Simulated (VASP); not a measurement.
# CuO (P-6m2) in VASP: notebook

The runs below take CuO through single point, relaxation of cell and atoms, with r2SCAN+U, PBE+U.

Program: VASP 6.6.1. These are calculated values, not measurements. Logs are shortened: lines on timing, memory, paths and dates and some standing lists are left out, and cuts for length are marked.

## Step 1: The cell of the first run

Symmetry: P-6m2, No. 187, hexagonal system. The conventional cell has a = 2.836 Å, b = 2.836 Å, c = 2.768 Å, α = 90.00°, β = 90.00°, γ = 120.00°. Within 2.9 Å of Cu (site symmetry -6m2) lie 6 O at 2.14 Å and 8 Cu at 2.77 to 2.84 Å. Within 2.9 Å of O (site symmetry -6m2) lie 6 Cu at 2.14 Å and 8 O at 2.77 to 2.84 Å.

## Step 2: Single point, r2SCAN+U

POSCAR

```
CuO
1.0
    2.8363251100      0.0000000000      0.0000000000
   -1.4181625500      2.4563296000      0.0000000000
    0.0000000000      0.0000000000      2.7681127800
Cu O
1 1
Direct
    0.0000000000      0.0000000000      0.0000000000
    0.6666666667      0.3333333333      0.5000000000
```

INCAR.step1

```
SYSTEM = CuO
  PREC = Accurate
  ENCUT = 520
  ISMEAR = -1
  SIGMA = 0.05
  LREAL = .False.
  LASPH = .True.
  NELM = 150
  LMAXMIX = 4
  LDAU = .True.
  LDAUTYPE = 2
  LDAUL = 2 -1
  LDAUU = 5.3 0
  LDAUJ = 0 0
  NBANDS = 16
  GGA = PE
  ALGO = Normal
  EDIFF = 1E-4
  LWAVE = .True.
  LCHARG = .False.
```

INCAR.step2

```
SYSTEM = CuO
  PREC = Accurate
  ENCUT = 520
  EDIFF = 1E-6
  ISMEAR = -1
  SIGMA = 0.05
  LREAL = .False.
  LASPH = .True.
  NELM = 150
  ALGO = Normal
  ISIF = 2
  LWAVE = .False.
  LCHARG = .True.
  LMAXMIX = 4
  LDAU = .True.
  LDAUTYPE = 2
  LDAUL = 2 -1
  LDAUU = 5.3 0
  LDAUJ = 0 0
  LDAUPRINT = 1
  METAGGA = R2SCAN
  LMIXTAU = .True.
  LELF = .True.
  LVHAR = .True.
  NBANDS = 16
  ISTART = 1
```

KPOINTS

```
regular mesh
0
Gamma
  11 11 10
  0 0 0
```

Potentials or basis: VASP PAW PBE potentials, release 64 (Cu, O).

Started as:

```
cat potpaw_PBE.64/Cu/POTCAR potpaw_PBE.64/O/POTCAR > POTCAR
cp INCAR.step1 INCAR
mpirun -np 1 vasp_std > vasp.out
cp INCAR.step2 INCAR
mpirun -np 1 vasp_std > vasp.out
```

OUTCAR:

```text
SYSTEM = CuO
   PREC = Accurate
   ENCUT = 520
   EDIFF = 1E-6
   ISMEAR = -1
   LREAL = .False.
   LASPH = .True.
   NELM = 150
   ISIF = 2
   METAGGA = R2SCAN
   ISTART = 1

 ion  position               nearest neighbor table
   1  0.000  0.000  0.000-   2 2.14   2 2.14   2 2.14   2 2.14   2 2.14   2 2.14
   2  0.667  0.333  0.500-   1 2.14   1 2.14   1 2.14   1 2.14   1 2.14   1 2.14

  LATTYP: Found a hexagonal cell.
 ALAT       =     2.8363251100
 C/A-ratio  =     0.9759504544

  Lattice vectors:

 A1 = (   2.8363251100,   0.0000000000,   0.0000000000)
 A2 = (  -1.4181625500,   2.4563296000,   0.0000000000)
 A3 = (   0.0000000000,   0.0000000000,   2.7681127800)

Analysis of symmetry for initial positions (statically):
=====================================================================
 Subroutine PRICEL returns:
 Original cell was already a primitive cell.

 Routine SETGRP: Setting up the symmetry group for a
 hexagonal supercell.

 Subroutine GETGRP returns: Found 12 space group operations
 (whereof 12 operations were pure point group operations)
 out of a pool of 24 trial point group operations.

The static configuration has the point symmetry D_3h.

Analysis of symmetry for dynamics (positions and initial velocities):
=====================================================================
 Subroutine PRICEL returns:
 Original cell was already a primitive cell.

 Routine SETGRP: Setting up the symmetry group for a
 hexagonal supercell.

 Subroutine GETGRP returns: Found 12 space group operations
 (whereof 12 operations were pure point group operations)
 out of a pool of 24 trial point group operations.

The dynamic configuration has the point symmetry D_3h.

 Subroutine INISYM returns: Found 12 space group operations
 (whereof 12 operations are pure point group operations),
 and found     1 'primitive' translations

----------------------------------------------------------------------------------------

                                     Primitive cell

  volume of cell :      19.2853

  direct lattice vectors                    reciprocal lattice vectors
     2.836325110  0.000000000  0.000000000     0.352568892  0.203555744  0.000000000
    -1.418162550  2.456329600  0.000000000     0.000000000  0.407111489  0.000000000
     0.000000000  0.000000000  2.768112780     0.000000000  0.000000000  0.361256957

  length of vectors
     2.836325110  2.836325109  2.768112780     0.407111488  0.407111489  0.361256957

  position of ions in fractional coordinates (direct lattice)
     0.000000000  0.000000000  0.000000000
     0.666666667  0.333333333  0.500000000

  ion indices of the primitive-cell ions
   primitive index   ion index
                 1           1
                 2           2

----------------------------------------------------------------------------------------

 KPOINTS: regular mesh

Automatic generation of k-mesh.
 Grid dimensions read from file:
 generate k-points for:   11   11   10

 Generating k-lattice:

  Cartesian coordinates                     Fractional coordinates (reciprocal lattice)
     0.032051717  0.018505068  0.000000000     0.090909091  0.000000000  0.000000000
     0.000000000  0.037010135  0.000000000     0.000000000  0.090909091  0.000000000
     0.000000000  0.000000000  0.036125696     0.000000000  0.000000000  0.100000000

  Length of vectors
     0.037010135  0.037010135  0.036125696

  Shift w.r.t. Gamma in fractional coordinates (k-lattice)
     0.000000000  0.000000000  0.000000000

[... 37 lines left out ...]
   ions per type =               1   1
   NGX,Y,Z   is equivalent  to a cutoff of  14.07, 14.07, 14.41 a.u.
   NGXF,Y,Z  is equivalent  to a cutoff of  28.13, 28.13, 28.83 a.u.
 SYSTEM =  CuO
   PREC   = accura    normal or accurate (medium, high low for compatibility)
   ISTART =      1    job   : 0-new  1-cont  2-samecut
   ICHARG =      0    charge: 1-file 2-atom 10-const
   ISPIN  =      1    spin polarized calculation?
   LNONCOLLINEAR =      F non collinear calculations
   LSORBIT =      F    spin-orbit coupling
   LASPH  =      T    aspherical Exc in radial PAW
   ENCUT  =  520.0 eV  38.22 Ry    6.18 a.u.   5.27  5.27  5.15*2*pi/ulx,y,z
   NELM   =    150;   NELMIN=  2; NELMDL=  0     # of ELM steps
   EDIFF  = 0.1E-05   stopping-criterion for ELM
   LREAL  =      F    real-space projection
   EDIFFG = 0.1E-04   stopping-criterion for IOM
   NSW    =      0    number of steps for IOM
   IBRION =     -1    ionic relax: 0-MD 1-quasi-New 2-CG
   NFREE  =      0    steps in history (QN), initial steepest desc. (CG)
   ISIF   =      2    stress and relaxation
   ISYM   =      2    0-nonsym 1-usesym 2-fastsym
   POTIM  = 0.5000    time-step for ionic-motion
   TEBEG  =    0.0;   TEEND  =   0.0 temperature during run
   PSTRESS=    0.0 pullay stress
   NELECT =      17.0000    total number of electrons
   NUPDOWN=      -1.0000    fix difference up-down
   EMIN   =  10.00;   EMAX   =-10.00  energy-range for DOS
   EFERMI =   0.00;   METHOD = LEGACY
   ISMEAR =    -1;   SIGMA  =   0.05  broadening in eV -4-tet -1-fermi 0-gaus
   EFERMI_NEDOS =   21; number of points for ismear=-14 and -15
   IALGO  =     38    algorithm
   IMIX   =      4    mixing-type and parameters
     AMIX     =   0.40;   BMIX     =  1.00
     AMIX_MAG =   1.60;   BMIX_MAG =  1.00
  volume/ion in A,a.u.               =       9.64        65.07
  Fermi-wavevector in a.u.,A,eV,Ry     =   1.569696  2.966296 33.524031  2.463947
  Thomas-Fermi vector in A             =   2.671540
   LORBIT       =      0    0 simple, 1 ext, 2 COOP (PROOUT), +10 PAW based schemes
 LDA+U is selected, type is set to LDAUTYPE =  2
   angular momentum for each species LDAUL =     2   -1
   U (eV)           for each species LDAUU =   5.3  0.0
   J (eV)           for each species LDAUJ =   0.0  0.0
   METAGGA = R2SCAN    functional components
   LHFCALC =     F    Hartree Fock is set to
   AEXX    =    0.0000 exact exchange contribution
   IVDW    =     0    specifies the selected vdW correction
   LEPSILON=     F    determine dielectric tensor
   LRPA    =     F    only Hartree local field effects (RPA)
 non-spin polarized calculation
  energy-cutoff  :      520.00
  volume of cell :       19.29
 maximum number of plane-waves:       533
 NGX is ok and might be reduce to    24
   NGX = 11   NGY = 11   NGZ = 11

atom =   1  type =  1  l = 2

 onsite density matrix

spin component  1

  0.9671 -0.0000 -0.0000  0.0000 -0.0000
 -0.0000  0.8834 -0.0000  0.0000  0.0000
 -0.0000 -0.0000  0.9711 -0.0000  0.0000
  0.0000  0.0000 -0.0000  0.8834 -0.0000
 -0.0000  0.0000  0.0000 -0.0000  0.9671

spin component  2

  0.9671 -0.0000 -0.0000  0.0000 -0.0000
 -0.0000  0.8834 -0.0000  0.0000  0.0000
 -0.0000 -0.0000  0.9711 -0.0000  0.0000
  0.0000  0.0000 -0.0000  0.8834 -0.0000
 -0.0000  0.0000  0.0000 -0.0000  0.9671

 occupancies and eigenvectors

  o =  0.8834  v =  0.0000  0.6081 -0.0000 -0.7938 -0.0000  0.0000  0.0000  0.0000  0.0000  0.0000      0.0000  0.0000  0.0000  0.0000  0.0000  0.0000  0.0000  0.0000  0.0000  0.0000
  o =  0.8834  v =  0.0000  0.0000  0.0000  0.0000  0.0000  0.0000  0.6081 -0.0000 -0.7938 -0.0000      0.0000  0.0000  0.0000  0.0000  0.0000  0.0000  0.0000  0.0000  0.0000  0.0000
  o =  0.8834  v =  0.0000  0.7938 -0.0000  0.6081 -0.0000  0.0000  0.0000  0.0000  0.0000  0.0000      0.0000  0.0000  0.0000  0.0000  0.0000  0.0000  0.0000  0.0000  0.0000  0.0000
  o =  0.8834  v =  0.0000  0.0000  0.0000  0.0000  0.0000  0.0000  0.7938 -0.0000  0.6081 -0.0000      0.0000  0.0000  0.0000  0.0000  0.0000  0.0000  0.0000  0.0000  0.0000  0.0000
  o =  0.9671  v =  0.0000  0.0000  0.0000  0.0000  0.0000  0.9745 -0.0000  0.0000 -0.0000 -0.2245      0.0000  0.0000  0.0000  0.0000  0.0000  0.0000  0.0000  0.0000  0.0000  0.0000
  o =  0.9671  v =  0.9745 -0.0000  0.0000 -0.0000 -0.2245  0.0000  0.0000  0.0000  0.0000  0.0000      0.0000  0.0000  0.0000  0.0000  0.0000  0.0000  0.0000  0.0000  0.0000  0.0000
  o =  0.9671  v = -0.2245 -0.0000  0.0000 -0.0000 -0.9745  0.0000  0.0000  0.0000  0.0000  0.0000      0.0000  0.0000  0.0000  0.0000  0.0000  0.0000  0.0000  0.0000  0.0000  0.0000
  o =  0.9671  v =  0.0000  0.0000  0.0000  0.0000  0.0000 -0.2245 -0.0000  0.0000 -0.0000 -0.9745      0.0000  0.0000  0.0000  0.0000  0.0000  0.0000  0.0000  0.0000  0.0000  0.0000
  o =  0.9711  v =  0.0000  0.0000  0.0000  0.0000  0.0000 -0.0000  0.0000  1.0000 -0.0000  0.0000      0.0000  0.0000  0.0000  0.0000  0.0000  0.0000  0.0000  0.0000  0.0000  0.0000
  o =  0.9711  v = -0.0000  0.0000  1.0000 -0.0000  0.0000  0.0000  0.0000  0.0000  0.0000  0.0000      0.0000  0.0000  0.0000  0.0000  0.0000  0.0000  0.0000  0.0000  0.0000  0.0000

 number of electron      17.0000005 magnetization

 Free energy of the ion-electron system (eV)
  ---------------------------------------------------
  ext. energy  EPLUGINS =         0.00000000
  ---------------------------------------------------
  free energy    TOTEN  =       -15.74486014 eV

  energy without entropy =      -15.72633471  energy(sigma->0) =      -15.73559743

 E-fermi :   4.7359     XC(G=0): -12.9759

 val. band max:        4.7336546374   @ k =   0.1818   0.0909   0.3000
 cond. band min:       4.7367796024   @ k =   0.3636   0.0000   0.3000
 fundamental gap:      0.0031249650
 Fermi energy:         4.7359349219

 k-point     1 :       0.0000    0.0000    0.0000
  band No.  band energies     occupation
      1     -15.0504      2.00000
      2       0.6514      2.00000
      3       0.6515      2.00000
      4       0.6999      2.00000
      5       2.4959      2.00000
      6       2.6054      2.00000
[... 433 lines left out ...]
      3       0.6860      2.00000
      4       0.9878      2.00000
      5       1.2912      2.00000
      6       2.3860      2.00000
[... 8 lines left out ...]
     15      29.3541      0.00000
     16      31.4532      0.00000

 [... further k-points ...]

------------------------ aborting loop because EDIFF is reached ----------------------------------------

  FORCE on cell =-STRESS in cart. coord.  units (eV):
  Direction    XX          YY          ZZ          XY          YZ          ZX
  --------------------------------------------------------------------------------------
  -------------------------------------------------------------------------------------
  Total       -0.6275402     -0.6275402     -2.3871940     -0.0000000     -0.0000000      0.0000000
  in kB      -52.1345572    -52.1345572   -198.3224456     -0.0000001     -0.0000000      0.0000000
  external PRESSURE =    -100.8638533 kB  Pullay stress =       0.0000000 kB

 VOLUME and BASIS-vectors are now :
 -----------------------------------------------------------------------------
  energy-cutoff  :      520.00
  volume of cell :       19.29
      direct lattice vectors                 reciprocal lattice vectors
     2.836325110  0.000000000  0.000000000     0.352568892  0.203555744  0.000000000
    -1.418162550  2.456329600  0.000000000     0.000000000  0.407111489  0.000000000
     0.000000000  0.000000000  2.768112780     0.000000000  0.000000000  0.361256957

 POSITION                                       TOTAL-FORCE (eV/Angst)
 -----------------------------------------------------------------------------------
      0.00000      0.00000      0.00000         0.000000      0.000000      0.000000
      1.41816      0.81878      1.38406        -0.000000      0.000000      0.000000
 -----------------------------------------------------------------------------------
    total drift:                               -0.000003      0.000002      0.000000

  FREE ENERGIE OF THE ION-ELECTRON SYSTEM (eV)
  ---------------------------------------------------
  free  energy   TOTEN  =       -15.7448601418 eV

  energy  without entropy=      -15.7263347142  energy(sigma->0) =      -15.73559743
```

It took 2.5 min on 1 thread of Intel Xeon 8259CL, shared host; peak memory 0.16 GiB.

Results:

```
Free energy            : -15.7449 eV
Pressure               : -10.1 GPa
Band gap on the k mesh : zero (an odd number of electrons rules out a gap without spin polarisation)
```

Eigenvalues of the final occupation matrices:
| site | spin | trace | eigenvalues |
| --- | --- | --- | --- |
| site 1 d | 1 | 4.67 | 0.88 0.88 0.97 0.97 0.97 |
| site 1 d | 2 | 4.67 | 0.88 0.88 0.97 0.97 0.97 |

Caveat: the stress differs along the axes, from -20 to -5 GPa; the PAW data sets were made with another functional, which shifts forces and pressure a little; an odd number of electrons without spin polarisation forces a metal; a magnetic or distorted state may lie lower; U without spin polarisation on a metal has little footing.

## Step 3: Relaxation of cell and atoms, PBE+U

INCAR

```
PREC = Accurate ; ENCUT = 600
EDIFF = 1E-7 ; ISMEAR = -1
SIGMA = 0.05 ; LREAL = F
LASPH = T ; NELM = 150
ALGO = Normal ; ISIF = 3
LWAVE = F ; LCHARG = F
LMAXMIX = 4 ; LDAU = T
LDAUTYPE = 2 ; LDAUL = 2 -1
LDAUU = 5.3 0 ; LDAUJ = 0 0
LDAUPRINT = 1 ; GGA = PE
IBRION = 2 ; NSW = 60
EDIFFG = -0.01
```

KPOINTS

```
regular mesh
0
Gamma
  11 11 10
```

POSCAR is that of step 2.

Potentials or basis: VASP PAW PBE potentials, release 64 (Cu, O).

Started as:

```
cat potpaw_PBE.64/Cu/POTCAR potpaw_PBE.64/O/POTCAR > POTCAR
mpirun -np 1 vasp_std > vasp.out
```

It took 1.8 min on 1 thread of Intel Xeon 8259CL, shared host; peak memory 0.17 GiB.

Results (log left out):

```
Free energy                           : -7.3835 eV
Relaxed volume                        : 9.51 Å³/atom
Relaxed cell                          : a = 2.878 Å, b = 2.878 Å, c = 2.653 Å, α = 90.00°, β = 90.00°, γ = 120.00°
Space group after relaxing (to 0.1 Å) : P-6m2 (No. 187)
Energy gained by relaxing             : 15.7 meV/atom
Ionic steps                           : 5
Pressure after relaxing               : 0.0 GPa
Band gap on the k mesh                : zero (an odd number of electrons rules out a gap without spin polarisation)
```

The path:
| step | energy change (eV) | largest force (eV/Å) | pressure (GPa) | volume (Å³) |
| --- | --- | --- | --- | --- |
| 1 | 0.0000 | 0.0000 | -3.43 | 19.29 |
| 2 | -0.0264 | 0.0000 | 2.15 | 18.71 |
| 3 | -0.0265 | 0.0000 | 2.57 | 18.67 |
| 4 | -0.0314 | 0.0000 | 0.31 | 18.98 |
| 5 | -0.0315 | 0.0000 | -0.01 | 19.03 |

Final structure:
```
Cu O
1.0
     2.87772    0.00000    0.00000
    -1.43886    2.49218    0.00000
     0.00000    0.00000    2.65301
Cu O
1 1
Cartesian
  0.0000 0.0000 0.0000
  1.4389 0.8307 1.3265
```

Levels at points of the mesh, in eV from the Fermi level:
```tsv
k point	band 5	band 6	band 7	band 8	band 9	band 10	band 11	band 12
(0.00, 0.00, 0.00)	-2.12	-2.12	-1.80	-0.20	-0.20	1.93	15.87	16.56
(0.00, 0.00, 0.50)	-2.99	-2.99	-1.99	-0.12	-0.12	8.09	8.21	21.34
```

Eigenvalues of the final occupation matrices:
| site | spin | trace | eigenvalues |
| --- | --- | --- | --- |
| site 1 d | 1 | 4.67 | 0.89 0.89 0.97 0.97 0.97 |
| site 1 d | 2 | 4.67 | 0.89 0.89 0.97 0.97 0.97 |

Caveat: an odd number of electrons without spin polarisation forces a metal; a magnetic or distorted state may lie lower; U without spin polarisation on a metal has little footing.

(Continued in part 2 of 2.)

The gap in the log of VASP goes by the Fermi energy; the results here count the filled bands.